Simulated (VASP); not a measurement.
# Rh (Fm-3m) in VASP: a series of runs, part 2 of 2

VASP 6.6.1.

## Step 3: Single point, PBEsol+D4

This run uses another cell than the first one, of 13.26 Å³/atom, 1.007 times its volume.

Input file INCAR:

```
SYSTEM = Rh
ALGO = Normal
EDIFF = 1E-6
ENCUT = 520
GGA = PS
ISIF = 2
ISMEAR = -1
IVDW = 13
LASPH = .TRUE.
LCHARG = .FALSE.
LREAL = .FALSE.
LWAVE = .FALSE.
NBANDS = 14
NELM = 100
PREC = Accurate
SIGMA = 0.05
```

Input file KPOINTS:

```
k-points
0
G
  12 12 12
  0 0 0
```

Input file POSCAR:

```
Rh
1.0
    0.0000000000      1.8787691402      1.8787691402
    1.8787691402      0.0000000000      1.8787691402
    1.8787691402      1.8787691402      0.0000000000
Rh
1
Direct
    0.0000000000      0.0000000000      0.0000000000
```

Potentials or basis: VASP PAW PBE potentials, release 64 (Rh_pv).

On the command line:

```sh
cat potpaw_PBE.64/Rh_pv/POTCAR > POTCAR
mpirun -np 1 vasp_std > vasp.out
```

OUTCAR:

```text
SYSTEM = Rh
   EDIFF = 1E-6
   ENCUT = 520
   GGA = PS
   ISIF = 2
   ISMEAR = -1
   IVDW = 13
   LASPH = .TRUE.
   LREAL = .FALSE.
   NELM = 100
   PREC = Accurate

 ion  position               nearest neighbor table
   1  0.000  0.000  0.000-

  LATTYP: Found a face centered cubic cell.
 ALAT       =     3.7575382804

  Lattice vectors:

 A1 = (   0.0000000000,   1.8787691402,   1.8787691402)
 A2 = (   1.8787691402,   0.0000000000,   1.8787691402)
 A3 = (   1.8787691402,   1.8787691402,   0.0000000000)

Analysis of symmetry for initial positions (statically):
=====================================================================
 Subroutine PRICEL returns:
 Original cell was already a primitive cell.

 Routine SETGRP: Setting up the symmetry group for a
 face centered cubic supercell.

 Subroutine GETGRP returns: Found 48 space group operations
 (whereof 48 operations were pure point group operations)
 out of a pool of 48 trial point group operations.

The static configuration has the point symmetry O_h .

Analysis of symmetry for dynamics (positions and initial velocities):
=====================================================================
[... 170 lines left out ...]
      7       9.1440      2.00000
      8      11.3764      2.00000
      9      11.3764      2.00000
     10      28.3302      0.00000
     11      32.6513      0.00000
     12      33.9861      0.00000
     13      33.9861      0.00000
     14      33.9861      0.00000
[... 377 lines left out ...]
      1     -34.7443      2.00000
      2     -34.2544      2.00000
      3     -34.1334      2.00000
      4       6.7162      2.00000
      5       8.4380      2.00000
      6       9.7762      2.00000
      7      10.2160      2.00000
      8      12.6960      0.01230
      9      16.6420      0.00000
     10      21.4510      0.00000
     11      28.6072      0.00000
     12      31.5437      0.00000
     13      32.6603      0.00000
     14      33.3279      0.00000

 [... further k-points ...]

------------------------ aborting loop because EDIFF is reached ----------------------------------------

  DFT-D4 for vdW energy calculation

  Edisp (eV):   -0.50824

  FORCE on cell =-STRESS in cart. coord.  units (eV):
  Direction    XX          YY          ZZ          XY          YZ          ZX
  --------------------------------------------------------------------------------------
  -------------------------------------------------------------------------------------
  Total      -0.01124    -0.01124    -0.01124     0.00000     0.00000     0.00000
  in kB      -1.35797    -1.35797    -1.35797     0.00000     0.00000     0.00000
  external pressure =       -1.36 kB  Pullay stress =        0.00 kB

 VOLUME and BASIS-vectors are now :
 -----------------------------------------------------------------------------
  energy-cutoff  :      520.00
  volume of cell :       13.26
      direct lattice vectors                 reciprocal lattice vectors
     0.000000000  1.878769140  1.878769140    -0.266131687  0.266131687  0.266131687
     1.878769140  0.000000000  1.878769140     0.266131687 -0.266131687  0.266131687
     1.878769140  1.878769140  0.000000000     0.266131687  0.266131687 -0.266131687

 POSITION                                       TOTAL-FORCE (eV/Angst)
 -----------------------------------------------------------------------------------
      0.00000      0.00000      0.00000        -0.000000     -0.000000     -0.000000
 -----------------------------------------------------------------------------------
    total drift:                                0.000000      0.000000      0.000000

  FREE ENERGIE OF THE ION-ELECTRON SYSTEM (eV)
  ---------------------------------------------------
  free  energy   TOTEN  =        -8.6507098621 eV

  energy  without entropy=       -8.6430200862  energy(sigma->0) =       -8.64686497
```

OSZICAR:

```text
N       E                     dE             d eps       ncg     rms          rms(c)
DAV:   1     0.118623929914E+03    0.11862E+03   -0.88326E+03  2022   0.116E+03
DAV:   2    -0.721313688050E+01   -0.12584E+03   -0.12018E+03  2274   0.341E+02
DAV:   3    -0.877278190212E+01   -0.15596E+01   -0.15570E+01  2298   0.415E+01
DAV:   4    -0.877817755402E+01   -0.53957E-02   -0.53954E-02  2346   0.253E+00
DAV:   5    -0.877822248892E+01   -0.44935E-04   -0.44936E-04  2262   0.202E-01    0.120E+01
DAV:   6    -0.817289746742E+01    0.60533E+00   -0.94612E-01  2136   0.138E+01    0.387E+00
DAV:   7    -0.814770924014E+01    0.25188E-01   -0.24156E-02  2328   0.198E+00    0.170E+00
DAV:   8    -0.814272643274E+01    0.49828E-02   -0.45962E-03  2112   0.939E-01    0.277E-01
DAV:   9    -0.814246759659E+01    0.25884E-03   -0.15458E-04  2094   0.175E-01    0.225E-02
DAV:  10    -0.814247225534E+01   -0.46588E-05   -0.23297E-06  2214   0.186E-02    0.580E-03
DAV:  11    -0.814247250708E+01   -0.25174E-06   -0.43989E-07  1068   0.936E-03
   1 F= -.86507099E+01 E0= -.86468650E+01  d E =-.768978E-02
```

stdout:

```text
POSCAR found type information on POSCAR Rh
 POSCAR found :  1 types and       1 ions
 scaLAPACK will be used
 -----------------------------------------------------------------------------
|                                                                             |
|                                                                             |
|     You enforced a specific xc type in the INCAR file but a different       |
|     I HOPE YOU KNOW WHAT YOU ARE DOING!                                     |
|                                                                             |
 -----------------------------------------------------------------------------

 LDA part: xc-table for (Slater+PW92), standard interpolation
 POSCAR, INCAR and KPOINTS ok, starting setup
 FFT: planning ... GRIDC
 FFT: planning ... GRID_SOFT
 FFT: planning ... GRID
 WAVECAR not read
 entering main loop
```

It took 22 s on 1 thread of Intel Xeon 8259CL, shared host; peak memory 0.13 GiB.

What came out:

| Property | Result |
| --- | --- |
| Free energy | -8.6507 eV |
| Pressure | -0.1 GPa |
| Dispersion energy per atom | -0.508 eV |

Caveat: the PAW data sets were made with another functional, which shifts forces and pressure a little; pairwise dispersion overbinds metals, which lowers pressure and volume.

## Step 4: Single point, PBE

This run uses another cell than the first one, of 13.67 Å³/atom, 1.038 times its volume.

Input file INCAR:

```
SYSTEM = Rh
PREC = Accurate
ENCUT = 520
EDIFF = 1E-6
ISMEAR = 0
SIGMA = 0.025
LREAL = .FALSE.
LASPH = .TRUE.
NELM = 80
ALGO = Normal
ISIF = 2
LWAVE = .FALSE.
LCHARG = .FALSE.
GGA = PE
NBANDS = 14
```

Input file KPOINTS:

```
Automatic mesh
0
G
  12 12 12
  0 0 0
```

Input file POSCAR:

```
Rh
1.0
    0.0000000000      1.8978500000      1.8978500000
    1.8978500000      0.0000000000      1.8978500000
    1.8978500000      1.8978500000      0.0000000000
Rh
1
Direct
    0.0000000000      0.0000000000      0.0000000000
```

On the command line:

```sh
cat potpaw_PBE.64/Rh_pv/POTCAR > POTCAR
mpirun -np 1 vasp_std > vasp.out
```

Run time: 20 s. Hardware: 1 thread of Intel Xeon 8259CL, shared host; peak memory 0.13 GiB.

Results (log left out):

```yaml
Free_energy: -7.2527 eV
Pressure: 7.4 GPa
```

Levels at points of the mesh, in eV from the Fermi level:
```csv
k point,band 5,band 6,band 7,band 8,band 9,band 10
"(0.00, 0.00, 0.00)",-3.17,-3.17,-3.17,-1.06,-1.06,15.94
"(0.50, 0.00, 0.00)",-3.25,-3.25,0.51,0.51,0.68,8.64
"(0.50, 0.50, 0.00)",-6.06,0.48,0.93,0.93,3.22,12.29
```

## Step 5: Single point, PBE

This run uses another cell than the first one, of 13.67 Å³/atom, 1.038 times its volume.

Input file INCAR:

```
SYSTEM = Rh
ALGO = Fast
EDIFF = 1E-7
ENCUT = 520
GGA = PE
ISIF = 2
ISMEAR = 0
LASPH = .TRUE.
LCHARG = .FALSE.
LREAL = .FALSE.
LWAVE = .FALSE.
NBANDS = 14
NELM = 100
PREC = Accurate
SIGMA = 0.026000000000000002
```

Input file KPOINTS:

```
k-points
0
G
  12 12 12
  0 0 0
```

POSCAR is that of step 4.

On the command line:

```sh
cat potpaw_PBE.64/Rh_pv/POTCAR > POTCAR
mpirun -np 1 vasp_std > vasp.out
```

It took 27 s on 1 thread of Intel Xeon 8259CL, shared host; peak memory 0.13 GiB.

It converged, with:

```yaml
Free_energy: -7.2527 eV
Pressure: 7.3 GPa
```

Levels at points of the mesh, in eV from the Fermi level:
```
           k point  band 5  band 6  band 7  band 8  band 9  band 10
(0.00, 0.00, 0.00)   -3.17   -3.17   -3.17   -1.06   -1.06    15.94
(0.50, 0.00, 0.00)   -3.25   -3.25    0.51    0.51    0.68     8.64
(0.50, 0.50, 0.00)   -6.05    0.48    0.93    0.93    3.22    12.29
```

## Step 6: The runs side by side

```tsv
level	cell	smearing	gap on the mesh (eV)	pressure (GPa)
PBEsol+D3(BJ)	a = 2.650 Å, angles 60.0°, 1 atom	fermi-dirac 0.05 eV	none	-0.1
PBEsol+D4	a = 2.657 Å, angles 60.0°, 1 atom	fermi-dirac 0.05 eV	none	-0.1
PBE	a = 2.684 Å, angles 60.0°, 1 atom	gaussian 0.025 eV	none	7.4
PBE	a = 2.684 Å, angles 60.0°, 1 atom	gaussian 0.026 eV	none	7.3
```

Alike in all rows: task single point; potentials or basis VASP PAW PBE potentials, release 64 (Rh_pv); no spin polarisation; k mesh 12 × 12 × 12; cutoff (eV) 520.

Caveats: the PAW data sets were made with another functional, which shifts forces and pressure a little (some runs); pairwise dispersion overbinds metals, which lowers pressure and volume (some runs).

Total energies depend on the potentials used, so only differences within one code and one set of settings carry meaning.
